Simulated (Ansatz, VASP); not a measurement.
## One calculation of LuBe, two programs

Contents of INCAR:

```
PREC     = Accurate       # precision mode
ENCUT    = 520            # plane-wave cutoff, eV
EDIFF    = 1E-6           # SCF threshold, eV
ISMEAR   = -1             # smearing method
SIGMA    = 0.05           # smearing width, eV
LREAL    = False          # projectors in reciprocal space
LASPH    = True           # aspherical terms in the spheres
NELM     = 80             # most SCF steps
ALGO     = Fast           # electronic algorithm
ISIF     = 2              # what is computed and relaxed
LWAVE    = False          # write WAVECAR
LCHARG   = False          # write CHGCAR
GGA      = CA             # functional
NBANDS   = 20             # bands
```

Contents of KPOINTS:

```
Automatic mesh
0
Gamma
  8 8 8
```

File POSCAR:

```
LuBe
1.0
    3.3203700000      0.0000000000      0.0000000000
    0.0000000000      3.3203700000      0.0000000000
    0.0000000000      0.0000000000      3.3203700000
Lu Be
1 1
Direct
    0.0000000000      0.0000000000      0.0000000000
    0.5000000000      0.5000000000      0.5000000000
```

input.yaml

```yaml
crystal:
  lattice:
    - [3.32037, 0.0, 0.0]
    - [0.0, 3.32037, 0.0]
    - [0.0, 0.0, 3.32037]
  atoms:
    - { symbol: Lu, position: [0.0, 0.0, 0.0] }
    - { symbol: Be, position: [0.5, 0.5, 0.5] }
hamiltonian:
  xc: lda
  pseudopotentials: { kind: paw }
kpoints:
  mp_grid: { grid: [8, 8, 8] }
  band_path:
    path:
      - [[0.0, 0.0, 0.0], [0.0, 0.5, 0.0], [0.5, 0.5, 0.0], [0.0, 0.0, 0.0], [0.5, 0.5, 0.5], [0.0, 0.5, 0.0]]
      - [[0.5, 0.5, 0.0], [0.5, 0.5, 0.5]]
    npoints: 14
scf:
  occupations: { method: fermi_dirac, width: 0.05 }
  n_extra_bands: 6
output:
  forces: true
  stress: true
  eigenvalues: true
  fatbands: true
```

Alike in both runs: functional LDA; k mesh 8 × 8 × 8; occupations fermi-dirac, width 0.05 eV; no spin polarisation.

```csv
,VASP,Ansatz
version,VASP 6.6.1,Ansatz 0.2.0
potentials or method,"VASP PAW PBE potentials, release 64 (Lu, Be)",Ansatz PAW
plane-wave cutoff (eV),520,420
valence electrons in the cell,27,27
task,single point,band structure
```

```csv
,VASP,Ansatz,Ansatz less VASP
gap on the k mesh at the Fermi level (eV),none,none,-
pressure (GPa),-5.0,-5.4,-0.36
```

VASP's potentials were made for PBE, not for LDA. LDA's correlation is that of Perdew and Zunger in VASP and of Perdew and Wang (1992) in Ansatz. A gap of «none» marks a metal or a gap that the smearing closes.

Neither program's run includes spin-orbit coupling.
